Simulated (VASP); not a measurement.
# Hg3W (Im-3m) in VASP: a series of runs

Runs on Hg3W. Level: PBE. Tasks: single point, relaxation of cell and atoms.

Everything below comes from runs of VASP 6.6.1. Logs are shortened: lines on timing, memory, paths and dates and some standing lists are left out, and cuts for length are marked.

## 1. The cell of the first run

Symmetry: Im-3m, No. 229, cubic system. Conventional cell: a = 6.012 Å, b = 6.012 Å, c = 6.012 Å, α = 90.00°, β = 90.00°, γ = 90.00°. Within 4.0 Å of Hg (site symmetry 4/mmm) lie 4 Hg at 3.01 Å and 2 W at 3.01 Å. W (site symmetry m-3m) has 6 Hg at 3.01 Å within 4.0 Å.

The cell was generated, and may not be a known phase.

## 2. Single point, PBE

Contents of INCAR:

```
SYSTEM = Hg3W
PREC     = Accurate       ! precision mode
ENCUT    = 520            ! plane-wave cutoff, eV
EDIFF    = 1E-6           ! SCF threshold, eV
ISMEAR   = 0              ! smearing method
SIGMA    = 0.1            ! smearing width, eV
LREAL    = .False.        ! projectors in reciprocal space
LASPH    = .True.         ! aspherical terms in the spheres
NELM     = 60             ! most SCF steps
ALGO     = Fast           ! electronic algorithm
ISIF     = 2              ! what is computed and relaxed
LWAVE    = .False.        ! write WAVECAR
LCHARG   = .True.         ! write CHGCAR
GGA      = PE             ! functional
LELF     = .True.         ! ELF
LVHAR    = .True.       
NBANDS   = 33             ! bands
```

Contents of KPOINTS:

```
Automatic mesh
0
Gamma
  4 4 4
  0 0 0
```

Contents of POSCAR:

```
Hg3W
1.0
   -3.0061254400      3.0061254400      3.0061254400
    3.0061254400     -3.0061254400      3.0061254400
    3.0061254400      3.0061254400     -3.0061254400
Hg W
3 1
Direct
    0.0000000000      0.5000000000      0.5000000000
    0.5000000000      0.0000000000      0.5000000000
    0.5000000000      0.5000000000      0.0000000000
    0.0000000000      0.0000000000      0.0000000000
```

Potentials or basis: VASP PAW PBE potentials, release 64 (Hg, W_sv).

Run with:

```bash
cat potpaw_PBE.64/Hg/POTCAR potpaw_PBE.64/W_sv/POTCAR > POTCAR
mpirun -np 1 vasp_std > vasp.out
```

OUTCAR:

```text
SYSTEM = Hg3W
   PREC = Accurate
   ENCUT = 520
   EDIFF = 1E-6
   ISMEAR = 0
   LREAL = .False.
   LASPH = .True.
   NELM = 60
   ISIF = 2
   GGA = PE

 ion  position               nearest neighbor table
   1  0.000  0.500  0.500-   2 3.01   3 3.01   4 3.01   4 3.01   3 3.01   2 3.01
   2  0.500  0.000  0.500-   1 3.01   3 3.01   4 3.01   3 3.01   4 3.01   1 3.01
   3  0.500  0.500  0.000-   1 3.01   2 3.01   4 3.01   2 3.01   1 3.01   4 3.01
   4  0.000  0.000  0.000-   1 3.01   2 3.01   3 3.01   1 3.01   2 3.01   3 3.01

  LATTYP: Found a body centered cubic cell.
 ALAT       =     6.0122508800

  Lattice vectors:

 A1 = (  -3.0061254400,   3.0061254400,   3.0061254400)
 A2 = (   3.0061254400,  -3.0061254400,   3.0061254400)
 A3 = (   3.0061254400,   3.0061254400,  -3.0061254400)

Analysis of symmetry for initial positions (statically):
=====================================================================
 Subroutine PRICEL returns:
 Original cell was already a primitive cell.

 Routine SETGRP: Setting up the symmetry group for a
 body centered cubic supercell.

 Subroutine GETGRP returns: Found 48 space group operations
 (whereof 48 operations were pure point group operations)
 out of a pool of 48 trial point group operations.

The static configuration has the point symmetry O_h .

Analysis of symmetry for dynamics (positions and initial velocities):
=====================================================================
 Subroutine PRICEL returns:
 Original cell was already a primitive cell.

 Routine SETGRP: Setting up the symmetry group for a
 body centered cubic supercell.

 Subroutine GETGRP returns: Found 48 space group operations
 (whereof 48 operations were pure point group operations)
 out of a pool of 48 trial point group operations.

The dynamic configuration has the point symmetry O_h .

 Subroutine INISYM returns: Found 48 space group operations
 (whereof 48 operations are pure point group operations),
 and found     1 'primitive' translations

----------------------------------------------------------------------------------------

                                     Primitive cell

  volume of cell :     108.6629

  direct lattice vectors                    reciprocal lattice vectors
    -3.006125440  3.006125440  3.006125440     0.000000000  0.166327058  0.166327058
     3.006125440 -3.006125440  3.006125440     0.166327058  0.000000000  0.166327058
     3.006125440  3.006125440 -3.006125440     0.166327058  0.166327058  0.000000000

  length of vectors
     5.206761996  5.206761996  5.206761996     0.235221981  0.235221981  0.235221981

  position of ions in fractional coordinates (direct lattice)
     0.000000000  0.500000000  0.500000000
     0.500000000  0.000000000  0.500000000
     0.500000000  0.500000000  0.000000000
     0.000000000  0.000000000  0.000000000

  ion indices of the primitive-cell ions
   primitive index   ion index
                 1           1
                 2           2
                 3           3
                 4           4

----------------------------------------------------------------------------------------

 KPOINTS: Automatic mesh

Automatic generation of k-mesh.
 Grid dimensions read from file:
 generate k-points for:    4    4    4

 Generating k-lattice:

  Cartesian coordinates                     Fractional coordinates (reciprocal lattice)
     0.000000000  0.041581764  0.041581764     0.250000000  0.000000000  0.000000000
     0.041581764  0.000000000  0.041581764     0.000000000  0.250000000  0.000000000
     0.041581764  0.041581764  0.000000000     0.000000000  0.000000000  0.250000000

  Length of vectors
     0.058805495  0.058805495  0.058805495

  Shift w.r.t. Gamma in fractional coordinates (k-lattice)
     0.000000000  0.000000000  0.000000000

 Subroutine IBZKPT returns following result:
 ===========================================

 Found      8 irreducible k-points:

 Following reciprocal coordinates:
            Coordinates               Weight
  0.000000  0.000000  0.000000      1.000000
  0.250000  0.000000  0.000000     12.000000
  0.500000  0.000000  0.000000      6.000000
  0.250000  0.250000  0.000000     24.000000
  0.250000  0.250000  0.250000      2.000000
 -0.250000  0.250000  0.250000      6.000000
  0.500000  0.500000  0.250000     12.000000
  0.500000  0.500000  0.500000      1.000000
   k-points           NKPTS =      8   k-points in BZ     NKDIM =      8   number of bands    NBANDS=     33
   number of dos      NEDOS =    301   number of ions     NIONS =      4
   total plane-waves  NPLWV =  64000
   dimension x,y,z NGX =    40 NGY =   40 NGZ =   40
   dimension x,y,z NGXF=    80 NGYF=   80 NGZF=   80
   ions per type =               3   1
   NGX,Y,Z   is equivalent  to a cutoff of  12.77, 12.77, 12.77 a.u.
   NGXF,Y,Z  is equivalent  to a cutoff of  25.54, 25.54, 25.54 a.u.
 SYSTEM =  Hg3W
   PREC   = accura    normal or accurate (medium, high low for compatibility)
   ISTART =      0    job   : 0-new  1-cont  2-samecut
   ICHARG =      2    charge: 1-file 2-atom 10-const
   ISPIN  =      1    spin polarized calculation?
   LNONCOLLINEAR =      F non collinear calculations
   LSORBIT =      F    spin-orbit coupling
   LASPH  =      T    aspherical Exc in radial PAW
   ENCUT  =  520.0 eV  38.22 Ry    6.18 a.u.   9.68  9.68  9.68*2*pi/ulx,y,z
   NELM   =     60;   NELMIN=  2; NELMDL= -5     # of ELM steps
   EDIFF  = 0.1E-05   stopping-criterion for ELM
   LREAL  =      F    real-space projection
   EDIFFG = 0.1E-04   stopping-criterion for IOM
   NSW    =      0    number of steps for IOM
   IBRION =     -1    ionic relax: 0-MD 1-quasi-New 2-CG
   NFREE  =      0    steps in history (QN), initial steepest desc. (CG)
   ISIF   =      2    stress and relaxation
   ISYM   =      2    0-nonsym 1-usesym 2-fastsym
   POTIM  = 0.5000    time-step for ionic-motion
   TEBEG  =    0.0;   TEEND  =   0.0 temperature during run
   PSTRESS=    0.0 pullay stress
   NELECT =      50.0000    total number of electrons
   NUPDOWN=      -1.0000    fix difference up-down
   EMIN   =  10.00;   EMAX   =-10.00  energy-range for DOS
   EFERMI =   0.00;   METHOD = LEGACY
   ISMEAR =     0;   SIGMA  =   0.10  broadening in eV -4-tet -1-fermi 0-gaus
   EFERMI_NEDOS =   21; number of points for ismear=-14 and -15
   IALGO  =     68    algorithm
   IMIX   =      4    mixing-type and parameters
     AMIX     =   0.40;   BMIX     =  1.00
     AMIX_MAG =   1.60;   BMIX_MAG =  1.00
  volume/ion in A,a.u.               =      27.17       183.32
  Fermi-wavevector in a.u.,A,eV,Ry     =   1.263876  2.388379 21.733703  1.597382
  Thomas-Fermi vector in A             =   2.397210
   LORBIT       =      0    0 simple, 1 ext, 2 COOP (PROOUT), +10 PAW based schemes
   GGA     = PE    functional components
   LHFCALC =     F    Hartree Fock is set to
   AEXX    =    0.0000 exact exchange contribution
   IVDW    =     0    specifies the selected vdW correction
   LEPSILON=     F    determine dielectric tensor
   LRPA    =     F    only Hartree local field effects (RPA)
 non-spin polarized calculation
 RMM-DIIS sequential band-by-band and
 Gauss-broadening in eV      SIGMA  =   0.10
  energy-cutoff  :      520.00
  volume of cell :      108.66
 maximum number of plane-waves:      2952
 NGX is ok and might be reduce to    40
   NGX = 19   NGY = 19   NGZ = 19

 number of electron      49.9999997 magnetization

 Free energy of the ion-electron system (eV)
  ---------------------------------------------------
  ext. energy  EPLUGINS =         0.00000000
  ---------------------------------------------------
  free energy    TOTEN  =        -7.87560001 eV

  energy without entropy =       -7.83810688  energy(sigma->0) =       -7.85685344

 E-fermi :   2.4852     XC(G=0): -10.2284

 val. band max:        2.4721416897   @ k =   0.2500   0.2500   0.2500
 cond. band min:       2.4974067326   @ k =   0.2500   0.0000   0.0000
 fundamental gap:      0.0252650429
 Fermi energy:         2.4851636817

 k-point     1 :       0.0000    0.0000    0.0000
  band No.  band energies     occupation
      1     -72.0716      2.00000
      2     -36.1842      2.00000
      3     -36.1842      2.00000
      4     -36.1842      2.00000
      5      -5.3477      2.00000
      6      -5.1295      2.00000
[... 25 lines left out ...]
     32       5.5620      0.00000
     33       5.5620      0.00000

 k-point     2 :       0.2500    0.0000    0.0000
  band No.  band energies     occupation
      1     -72.0716      2.00000
      2     -36.1849      2.00000
      3     -36.1847      2.00000
      4     -36.1843      2.00000
      5      -5.1078      2.00000
      6      -4.8706      2.00000
[... 25 lines left out ...]
     32       7.4168      0.00000
     33       8.3820      0.00000

 k-point     3 :       0.5000    0.0000    0.0000
  band No.  band energies     occupation
      1     -72.0715      2.00000
      2     -36.1855      2.00000
      3     -36.1852      2.00000
      4     -36.1844      2.00000
      5      -5.0543      2.00000
      6      -4.5101      2.00000
[... 25 lines left out ...]
     32       8.3590      0.00000
     33       8.6984      0.00000

 k-point     4 :       0.2500    0.2500    0.0000
  band No.  band energies     occupation
      1     -72.0716      2.00000
      2     -36.1854      2.00000
      3     -36.1849      2.00000
      4     -36.1848      2.00000
      5      -4.8365      2.00000
      6      -4.7236      2.00000
[... 25 lines left out ...]
     32       8.1630      0.00000
     33       8.9210      0.00000

 k-point     5 :       0.2500    0.2500    0.2500
  band No.  band energies     occupation
      1     -72.0715      2.00000
      2     -36.1854      2.00000
      3     -36.1854      2.00000
      4     -36.1854      2.00000
      5      -4.2251      2.00000
      6      -4.2251      2.00000
[... 25 lines left out ...]
     32       9.8876      0.00000
     33       9.8906      0.00000

 k-point     6 :      -0.2500    0.2500    0.2500
  band No.  band energies     occupation
      1     -72.0716      2.00000
      2     -36.1853      2.00000
      3     -36.1844      2.00000
      4     -36.1844      2.00000
      5      -5.0944      2.00000
      6      -5.0467      2.00000
[... 25 lines left out ...]
     32       6.2148      0.00000
     33       7.5877      0.00000

 k-point     7 :       0.5000    0.5000    0.2500
  band No.  band energies     occupation
      1     -72.0716      2.00000
      2     -36.1850      2.00000
      3     -36.1848      2.00000
      4     -36.1844      2.00000
      5      -5.0524      2.00000
      6      -4.7853      2.00000
[... 25 lines left out ...]
     32       6.8645      0.00000
     33       9.5260      0.00000

 k-point     8 :       0.5000    0.5000    0.5000
  band No.  band energies     occupation
      1     -72.0715      2.00000
      2     -36.1845      2.00000
      3     -36.1845      2.00000
      4     -36.1845      2.00000
      5      -5.1001      2.00000
      6      -4.9964      2.00000
[... 25 lines left out ...]
     32       7.9407      0.00000
     33       7.9407      0.00000

------------------------ aborting loop because EDIFF is reached ----------------------------------------

  FORCE on cell =-STRESS in cart. coord.  units (eV):
  Direction    XX          YY          ZZ          XY          YZ          ZX
  --------------------------------------------------------------------------------------
  -------------------------------------------------------------------------------------
  Total       -4.3430307     -4.3430307     -4.3430307      0.0000000      0.0000000      0.0000000
  in kB      -64.0357047    -64.0357047    -64.0357047      0.0000000      0.0000000      0.0000000
  external PRESSURE =     -64.0357047 kB  Pullay stress =       0.0000000 kB

 VOLUME and BASIS-vectors are now :
 -----------------------------------------------------------------------------
  energy-cutoff  :      520.00
  volume of cell :      108.66
      direct lattice vectors                 reciprocal lattice vectors
    -3.006125440  3.006125440  3.006125440     0.000000000  0.166327058  0.166327058
     3.006125440 -3.006125440  3.006125440     0.166327058  0.000000000  0.166327058
     3.006125440  3.006125440 -3.006125440     0.166327058  0.166327058  0.000000000

 POSITION                                       TOTAL-FORCE (eV/Angst)
 -----------------------------------------------------------------------------------
      3.00613      0.00000      0.00000         0.000000      0.000000     -0.000000
      0.00000      3.00613      0.00000         0.000000     -0.000000      0.000000
      0.00000      0.00000      3.00613        -0.000000      0.000000     -0.000000
      0.00000      0.00000      0.00000        -0.000000     -0.000000      0.000000
 -----------------------------------------------------------------------------------
    total drift:                               -0.000000     -0.000000      0.000000

  FREE ENERGIE OF THE ION-ELECTRON SYSTEM (eV)
  ---------------------------------------------------
  free  energy   TOTEN  =        -7.8756000090 eV

  energy  without entropy=       -7.8381068802  energy(sigma->0) =       -7.85685344
```

Wall time 21 s (1 thread of AMD EPYC 9R45 (Zen 5), shared host); peak memory 0.21 GiB.

Results:

- Free energy: -7.8756 eV
- Pressure: -6.4 GPa
- Band gap on the k mesh: zero (bands 25 and 26 overlap by 0.22 eV)

Caveat: the k points lie up to 0.37 Å⁻¹ apart; spin-orbit coupling is left out, which moves the levels of the heavy elements.

[end of part 1 of 2]

The gap in the log of VASP goes by the Fermi energy; the results here count the filled bands.